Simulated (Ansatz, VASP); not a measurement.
**InSb: VASP beside Ansatz**

```xyz
2
Lattice="3.0767 0.0000 0.0000 0.0000 3.0767 0.0000 0.0000 0.0000 6.2155" Properties=species:S:1:pos:R:3 pbc="T T T"
In    0.0000    0.0000    0.0000
Sb    0.0000    0.0000    3.1077
```

Alike in both runs: task single point; functional PBE; k mesh 14 × 14 × 8; occupations tetrahedron; no spin polarisation.

|  | VASP | Ansatz |
| --- | --- | --- |
| version | VASP 6.6.1 | Ansatz 0.2.0 |
| potentials or method | VASP PAW PBE potentials, release 64 (In_d, Sb), cutoff 520 eV | scalar-relativistic, plane waves, PAW |
| valence electrons in the cell | 18 | 28 |

Ansatz gave:

| Property | Result |
| --- | --- |
| gap on the k mesh at the Fermi level (eV) | none |
| pressure (GPa) | 0.5 |
| traceless stress, the component that is largest in VASP (GPa) | 0.07 |

**Question.** What did VASP give for the same quantities?

**Answer.** gap on the k mesh at the Fermi level (eV): none; pressure (GPa): 0.4; traceless stress, the component that is largest in VASP (GPa): 0.02.

A gap of «none» marks a metal or a gap that the smearing closes. VASP's potentials hold 18 valence electrons a cell and Ansatz's 28, so a difference there can come from the potentials and not from the codes. Ansatz's warnings: band table not solved further, tetrahedron derivatives may miss energy slope.

Spin-orbit coupling is off throughout.
